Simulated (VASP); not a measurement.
A run of VASP 6.6.1 is set up as follows.

Contents of INCAR:

```
PREC = Accurate
ENCUT = 520
EDIFF = 1E-7
ISMEAR = 0
SIGMA = 0.15
LREAL = F
LASPH = T
NELM = 80
ALGO = Fast
ISIF = 2
LWAVE = F
LCHARG = F
GGA = PE
NBANDS = 10
```

KPOINTS

```
Automatic mesh
0
Gamma
  10 10 10
```

POSCAR

```
Re
1.0
    0.0000000000      2.1346943829      1.5675060853
    2.1346943829      0.0000000000      1.5675060853
    2.1346943829      2.1346943829      0.0000000000
Re
1
Direct
    0.0000000000      0.0000000000      0.0000000000
```

Potentials or basis: VASP PAW PBE potentials, release 64 (Re).

Command:

```console
$ cat potpaw_PBE.64/Re/POTCAR > POTCAR
$ mpirun -np 1 vasp_std > vasp.out
```

Question: Predict the pressure.

Answer: 21.7 GPa.

Stress tensor (GPa, compression positive):
```
22.14  0.00  0.00
 0.00 22.14  0.00
 0.00  0.00 20.94
```
